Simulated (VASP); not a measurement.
Set up this calculation in VASP 6.6.1, as the native input.

```
Task                   : single point
Functional             : PBE
Potentials or basis    : VASP PAW PBE potentials, release 64 (In_d, Sb)
Cutoff                 : 500 eV
k mesh                 : 4 × 4 × 4
Occupations            : methfessel-paxton, width 0.1 eV
Spin                   : no spin polarisation
Dipole correction      : no
Further INCAR settings : ALGO = Normal; EDIFF = 1e-06; NBANDS = 22
```

The structure of InSb3 lies in POSCAR:

```
InSb3
1.0
    0.0000000000      3.7945550000      3.7945550000
    3.7945550000      0.0000000000      3.7945550000
    3.7945550000      3.7945550000      0.0000000000
In Sb
1 3
Direct
    0.0000000000      0.0000000000      0.0000000000
    0.2500000000      0.2500000000      0.2500000000
    0.7500000000      0.7500000000      0.7500000000
    0.5000000000      0.5000000000      0.5000000000
```

The input as run:

INCAR

```
SYSTEM = InSb3
ALGO = Normal
EDIFF = 1E-6
ENCUT = 500
GGA = PE
GGA_COMPAT = .False.
ISIF = 2
ISMEAR = 1
LASPH = .True.
LCHARG = .False.
LREAL = .False.
LWAVE = .False.
NBANDS = 22
NELM = 120
PREC = Accurate
SIGMA = 0.1
```

KPOINTS

```
k-points
0
Gamma
  4 4 4
  0 0 0
```

Potentials or basis: VASP PAW PBE potentials, release 64 (In_d, Sb).

Run with:

```bash
$ cat potpaw_PBE.64/In_d/POTCAR potpaw_PBE.64/Sb/POTCAR > POTCAR
$ mpirun -np 1 vasp_std > vasp.out
```

It gave:

```
Pressure               : -1.4 GPa
Band gap on the k mesh : zero (band 14 reaches 9.12 eV, above the bottom of band 15 at 5.66 eV)
```

Caveat: spin-orbit coupling is left out, which moves the levels of the heavy elements.

Run time: 12 s on 1 thread of Intel(R) Xeon(R) 6975P-C (Granite Rapids), with other jobs on the host, peak memory 0.23 GiB.
